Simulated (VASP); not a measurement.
Runs of VASP 6.6.1 on Rb. The structure is that of space group Pm-3m (No. 221), or close to it. The cells are those of the table. 

```csv
task,spin,cell,cutoff (eV),k mesh for the DOS,occupations for the DOS,gap on the mesh (eV),pressure (GPa)
single point,off,"a = 3.666 Å, 1 atom",520,-,-,none,4.9
single point,off,"a = 4.288 Å, 1 atom",520,-,-,none,0.8
single point,off,"a = 3.896 Å, 1 atom",520,-,-,none,2.9
single point,"collinear, ferromagnetic start","a = 4.619 Å, 1 atom",520,-,-,none,0.0
single point,off,"a = 4.459 Å, 1 atom",520,-,-,none,(b)
relaxation of cell and atoms,off,"relaxed from a = 4.619 Å, 1 atom",600,-,-,none,0.0
single point,off,"a = 3.403 Å, 1 atom",520,-,-,none,(a)
single point,off,"a = 4.619 Å, 1 atom",520,-,-,none,0.0
```

Alike in all rows: level PBE; potentials or basis VASP PAW PBE potentials, release 64 (Rb_sv); k mesh 9 × 9 × 9; smearing fermi-dirac 0.08 eV.

Q: Estimate the missing entries.

A: (a) 8.5; (b) 0.3.

A k mesh can miss the band edges, and the runs leave out spin-orbit coupling on Rb.

A gap of «none» marks levels without a gap at the run's occupations.
